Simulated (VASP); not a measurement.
# Cd (P6/mmm) in VASP: relaxation of cell and atoms with RPBE

Aim: the relaxation of cell and atoms of Cd with RPBE.

Everything below comes from runs of VASP 6.6.1. Logs are shortened: lines on timing, memory, paths and dates and some standing lists are left out, and cuts for length are marked.

**1. The cell of the first run**

The structure is hexagonal, space group P6/mmm (No. 191). The conventional cell has a = 4.959 Å, b = 4.959 Å, c = 3.040 Å, α = 90.00°, β = 90.00°, γ = 120.00°. Cd (site symmetry 6/mmm) has 14 Cd at 3.04 to 3.24 Å within 4.0 Å. Cd (site symmetry -6m2) has 11 Cd at 2.86 to 3.24 Å within 3.8 Å.

**2. Relaxation of cell and atoms, RPBE**

Contents of INCAR:

```
PREC = Accurate ; ENCUT = 600
EDIFF = 1E-6 ; ISMEAR = -1
SIGMA = 0.1 ; LREAL = F
LASPH = T ; NELM = 60
ALGO = Normal ; ISIF = 3
LWAVE = F ; LCHARG = F
GGA = RP ; IBRION = 2
NSW = 80 ; EDIFFG = -0.01
```

Contents of KPOINTS:

```
Automatic mesh
0
Gamma
  7 7 10
```

Contents of POSCAR:

```
Cd
1.0
    4.9594071630      0.0000000000      0.0000000000
   -2.4797035815      4.2949725909      0.0000000000
    0.0000000000      0.0000000000      3.0401165909
Cd
3
Direct
    0.0000000000      0.0000000000      0.0000000000
    0.3333333333      0.6666666667      0.5000000000
    0.6666666667      0.3333333333      0.5000000000
```

Potentials or basis: VASP PAW PBE potentials, release 64 (Cd).

On the command line:

```
cat potpaw_PBE.64/Cd/POTCAR > POTCAR
mpirun -np 1 vasp_std > vasp.out
```

OUTCAR:

```text
PREC = Accurate
   ENCUT = 600
   EDIFF = 1E-6
   ISMEAR = -1
   LREAL = F
   LASPH = T
   NELM = 60
   ISIF = 3
   GGA = RP
   IBRION = 2
   NSW = 80
   EDIFFG = -0.01

 ion  position               nearest neighbor table
   1  0.000  0.000  0.000-   2 3.24   3 3.24   2 3.24   3 3.24   3 3.24   3 3.24   2 3.24   2 3.24
                             3 3.24   3 3.24   2 3.24   2 3.24
   2  0.333  0.667  0.500-   3 2.86   3 2.86   3 2.86   1 3.24   1 3.24   1 3.24   1 3.24   1 3.24
                             1 3.24
   3  0.667  0.333  0.500-   2 2.86   2 2.86   2 2.86   1 3.24   1 3.24   1 3.24   1 3.24   1 3.24
                             1 3.24

  LATTYP: Found a hexagonal cell.
 ALAT       =     4.9594071630
 C/A-ratio  =     0.6130000000

  Lattice vectors:

 A1 = (   4.9594071630,   0.0000000000,   0.0000000000)
 A2 = (  -2.4797035815,   4.2949725909,   0.0000000000)
 A3 = (   0.0000000000,   0.0000000000,   3.0401165909)

Analysis of symmetry for initial positions (statically):
=====================================================================
 Subroutine PRICEL returns:
 Original cell was already a primitive cell.

 Routine SETGRP: Setting up the symmetry group for a
 hexagonal supercell.

 Subroutine GETGRP returns: Found 24 space group operations
 (whereof 24 operations were pure point group operations)
 out of a pool of 24 trial point group operations.

The static configuration has the point symmetry D_6h.

Analysis of symmetry for dynamics (positions and initial velocities):
=====================================================================
 Subroutine PRICEL returns:
 Original cell was already a primitive cell.

 Routine SETGRP: Setting up the symmetry group for a
 hexagonal supercell.

 Subroutine GETGRP returns: Found 24 space group operations
 (whereof 24 operations were pure point group operations)
 out of a pool of 24 trial point group operations.

The dynamic configuration has the point symmetry D_6h.

 Subroutine INISYM returns: Found 24 space group operations
 (whereof 24 operations are pure point group operations),
 and found     1 'primitive' translations

----------------------------------------------------------------------------------------

                                     Primitive cell

  volume of cell :      64.7561

  direct lattice vectors                    reciprocal lattice vectors
     4.959407163  0.000000000  0.000000000     0.201637004  0.116415178  0.000000000
    -2.479703581  4.294972591  0.000000000     0.000000000  0.232830357  0.000000000
     0.000000000  0.000000000  3.040116591     0.000000000  0.000000000  0.328934753

  length of vectors
     4.959407163  4.959407163  3.040116591     0.232830357  0.232830357  0.328934753

  position of ions in fractional coordinates (direct lattice)
     0.000000000  0.000000000  0.000000000
     0.333333333  0.666666667  0.500000000
     0.666666667  0.333333333  0.500000000

  ion indices of the primitive-cell ions
   primitive index   ion index
                 1           1
                 2           2
                 3           3

----------------------------------------------------------------------------------------

 KPOINTS: Automatic mesh

Automatic generation of k-mesh.
 Grid dimensions read from file:
 generate k-points for:    7    7   10

 Generating k-lattice:

  Cartesian coordinates                     Fractional coordinates (reciprocal lattice)
     0.028805286  0.016630740  0.000000000     0.142857143  0.000000000  0.000000000
     0.000000000  0.033261480  0.000000000     0.000000000  0.142857143  0.000000000
     0.000000000  0.000000000  0.032893475     0.000000000  0.000000000  0.100000000

  Length of vectors
     0.033261480  0.033261480  0.032893475

  Shift w.r.t. Gamma in fractional coordinates (k-lattice)
     0.000000000  0.000000000  0.000000000

 Subroutine IBZKPT returns following result:
 ===========================================

 Found     48 irreducible k-points:

 Following reciprocal coordinates:
            Coordinates               Weight
  0.000000  0.000000  0.000000      1.000000
  0.142857  0.000000  0.000000      6.000000
  0.285714  0.000000  0.000000      6.000000
  0.428571  0.000000  0.000000      6.000000
  0.142857  0.142857  0.000000      6.000000
  0.285714  0.142857  0.000000     12.000000
[... 16 lines left out ...]
  0.428571  0.142857  0.200000     12.000000
  0.285714  0.285714  0.200000     12.000000
 [... further k-points ...]
   k-points           NKPTS =     48   k-points in BZ     NKDIM =     48   number of bands    NBANDS=     22
   number of dos      NEDOS =    301   number of ions     NIONS =      3
   total plane-waves  NPLWV =  38400
   dimension x,y,z NGX =    40 NGY =   40 NGZ =   24
   dimension x,y,z NGXF=    80 NGYF=   80 NGZF=   48
   ions per type =               3
   NGX,Y,Z   is equivalent  to a cutoff of  13.41, 13.41, 13.12 a.u.
   NGXF,Y,Z  is equivalent  to a cutoff of  26.82, 26.82, 26.25 a.u.
 SYSTEM =  unknown system
   PREC   = accura    normal or accurate (medium, high low for compatibility)
   ISTART =      0    job   : 0-new  1-cont  2-samecut
   ICHARG =      2    charge: 1-file 2-atom 10-const
   ISPIN  =      1    spin polarized calculation?
   LNONCOLLINEAR =      F non collinear calculations
   LSORBIT =      F    spin-orbit coupling
   LASPH  =      T    aspherical Exc in radial PAW
   ENCUT  =  600.0 eV  44.10 Ry    6.64 a.u.   9.91  9.91  6.07*2*pi/ulx,y,z
   NELM   =     60;   NELMIN=  2; NELMDL= -5     # of ELM steps
   EDIFF  = 0.1E-05   stopping-criterion for ELM
   LREAL  =      F    real-space projection
   EDIFFG = -.1E-01   stopping-criterion for IOM
   NSW    =     80    number of steps for IOM
   IBRION =      2    ionic relax: 0-MD 1-quasi-New 2-CG
   NFREE  =      1    steps in history (QN), initial steepest desc. (CG)
   ISIF   =      3    stress and relaxation
   ISYM   =      2    0-nonsym 1-usesym 2-fastsym
   POTIM  = 0.5000    time-step for ionic-motion
   TEBEG  =    0.0;   TEEND  =   0.0 temperature during run
   PSTRESS=    0.0 pullay stress
   NELECT =      36.0000    total number of electrons
   NUPDOWN=      -1.0000    fix difference up-down
   EMIN   =  10.00;   EMAX   =-10.00  energy-range for DOS
   EFERMI =   0.00;   METHOD = LEGACY
   ISMEAR =    -1;   SIGMA  =   0.10  broadening in eV -4-tet -1-fermi 0-gaus
   EFERMI_NEDOS =   21; number of points for ismear=-14 and -15
   IALGO  =     38    algorithm
   IMIX   =      4    mixing-type and parameters
     AMIX     =   0.40;   BMIX     =  1.00
     AMIX_MAG =   1.60;   BMIX_MAG =  1.00
  volume/ion in A,a.u.               =      21.59       145.67
  Fermi-wavevector in a.u.,A,eV,Ry     =   1.346115  2.543789 24.654109  1.812026
  Thomas-Fermi vector in A             =   2.473973
   LORBIT       =      0    0 simple, 1 ext, 2 COOP (PROOUT), +10 PAW based schemes
   GGA     = RP    functional components
   LHFCALC =     F    Hartree Fock is set to
   AEXX    =    0.0000 exact exchange contribution
   IVDW    =     0    specifies the selected vdW correction
   LEPSILON=     F    determine dielectric tensor
   LRPA    =     F    only Hartree local field effects (RPA)
 conjugate gradient relaxation of ions
 non-spin polarized calculation
  energy-cutoff  :      600.00
  volume of cell :       64.76
 maximum number of plane-waves:      2208
 NGX is ok and might be reduce to    40
   NGX = 19   NGY = 19   NGZ = 13

--------------------------------------- Ionic step        1  -------------------------------------------

 number of electron      35.9999995 magnetization

 Free energy of the ion-electron system (eV)
  ---------------------------------------------------
  ext. energy  EPLUGINS =         0.00000000
  ---------------------------------------------------
  free energy    TOTEN  =        -0.73492061 eV

  energy without entropy =       -0.70054831  energy(sigma->0) =       -0.71773446

------------------------ aborting loop because EDIFF is reached ----------------------------------------

  FORCE on cell =-STRESS in cart. coord.  units (eV):
  Direction    XX          YY          ZZ          XY          YZ          ZX
  --------------------------------------------------------------------------------------
  -------------------------------------------------------------------------------------
  Total        3.1121134      3.1121134      2.6187390     -0.0000000      0.0000000     -0.0000000
  in kB       76.9990913     76.9990913     64.7921514     -0.0000000      0.0000000     -0.0000000
  external PRESSURE =      72.9301113 kB  Pullay stress =       0.0000000 kB
[... 92 lines left out ...]
  FREE ENERGIE OF THE ION-ELECTRON SYSTEM (eV)
  ---------------------------------------------------
  free  energy   TOTEN  =        -0.9529886083 eV

  energy  without entropy=       -0.9145590904  energy(sigma->0) =       -0.93377385

[... ionic steps 4 to 9 ...]

--------------------------------------- Ionic step       10  -------------------------------------------

 number of electron      36.0000011 magnetization

------------------------ aborting loop because EDIFF is reached ----------------------------------------

  FORCE on cell =-STRESS in cart. coord.  units (eV):
  Direction    XX          YY          ZZ          XY          YZ          ZX
  --------------------------------------------------------------------------------------
  -------------------------------------------------------------------------------------
  Total       -0.0259130     -0.0259130     -0.0469132     -0.0000000     -0.0000000      0.0000000
  in kB       -0.5419492     -0.5419492     -0.9811529     -0.0000000     -0.0000000      0.0000000
  external PRESSURE =      -0.6883504 kB  Pullay stress =       0.0000000 kB
[... 59 lines left out ...]
  energy  without entropy=       -0.9146885171  energy(sigma->0) =       -0.93399853

--------------------------------------- Ionic step       12  -------------------------------------------

 number of electron      36.0000012 magnetization

 Free energy of the ion-electron system (eV)
  ---------------------------------------------------
  ext. energy  EPLUGINS =         0.00000000
  ---------------------------------------------------
  free energy    TOTEN  =        -0.95330821 eV

  energy without entropy =       -0.91475335  energy(sigma->0) =       -0.93403078

 E-fermi :   1.9605     XC(G=0): -10.0548

 val. band max:        1.9534899744   @ k =   0.4286   0.0000   0.3000
 cond. band min:       1.9735653693   @ k =   0.1429   0.0000   0.1000
 fundamental gap:      0.0200753949
 Fermi energy:         1.9604937459

 k-point     1 :       0.0000    0.0000    0.0000
  band No.  band energies     occupation
      1      -7.3527      2.00000
      2      -6.9532      2.00000
      3      -6.9321      2.00000
      4      -6.8537      2.00000
      5      -6.8537      2.00000
      6      -6.7029      2.00000
[... 574 lines left out ...]
      6      -6.8139      2.00000
[... 14 lines left out ...]
     21       7.1570      0.00000
     22       7.4780      0.00000

 [... further k-points ...]

------------------------ aborting loop because EDIFF is reached ----------------------------------------

  FORCE on cell =-STRESS in cart. coord.  units (eV):
  Direction    XX          YY          ZZ          XY          YZ          ZX
  --------------------------------------------------------------------------------------
  -------------------------------------------------------------------------------------
  Total       -0.0025212     -0.0025212     -0.0249359      0.0000000     -0.0000000     -0.0000000
  in kB       -0.0528943     -0.0528943     -0.5231528      0.0000000     -0.0000000     -0.0000000
  external PRESSURE =      -0.2096471 kB  Pullay stress =       0.0000000 kB
[... 18 lines left out ...]
  FREE ENERGIE OF THE ION-ELECTRON SYSTEM (eV)
  ---------------------------------------------------
  free  energy   TOTEN  =        -0.9533082083 eV

  energy  without entropy=       -0.9147533525  energy(sigma->0) =       -0.93403078

 reached required accuracy - stopping structural energy minimisation
```

Wall time 4.7 min (1 thread of Intel Xeon 6975P-C, shared host); peak memory 0.23 GiB.

What came out:

| Property | Result |
| --- | --- |
| Free energy | -0.9533 eV |
| Relaxed volume | 25.46 Å³/atom |
| Relaxed cell | a = 5.264 Å, b = 5.264 Å, c = 3.182 Å, α = 90.00°, β = 90.00°, γ = 120.00° |
| Space group after relaxing (to 0.05 Å) | P6/mmm (No. 191) |
| Energy gained by relaxing | 72.8 meV/atom |
| Ionic steps | 12 |
| Pressure after relaxing | 0.0 GPa |
| Band gap on the k mesh | zero (band 18 reaches 5.41 eV, above the bottom of band 19 at 0.86 eV) |

The path:
```
step  energy change (eV)  largest force (eV/Å)  pressure (GPa)  volume (Å³)
   1              0.0000                0.0000            7.29        64.76
   2             -0.2137                0.0000            0.74        74.41
   3             -0.2181                0.0000           -0.14        76.84
   4             -0.2182                0.0000           -0.09        76.47
   5             -0.2179                0.0000            0.06        75.88
   6             -0.2181                0.0000            0.14        76.15
   7             -0.2182                0.0000            0.10        76.14
   8             -0.2183                0.0000            0.10        76.14
   9             -0.2184                0.0000            0.07        76.28
  10             -0.2184                0.0000           -0.07        76.61
  11             -0.2184                0.0000           -0.04        76.45
  12             -0.2184                0.0000           -0.02        76.37
```

Final structure:
```
Cd
1.0
     5.26395    0.00000    0.00000
    -2.63197    4.55871    0.00000
     0.00000    0.00000    3.18239
Cd
3
Direct
  0.00000 0.00000 0.00000
  0.33333 0.66667 0.50000
  0.66667 0.33333 0.50000
```

Caveat: the volume moved by over 15 % at a fixed basis, so the end points are rough; the PAW data sets were made with another functional, which shifts forces and pressure a little.
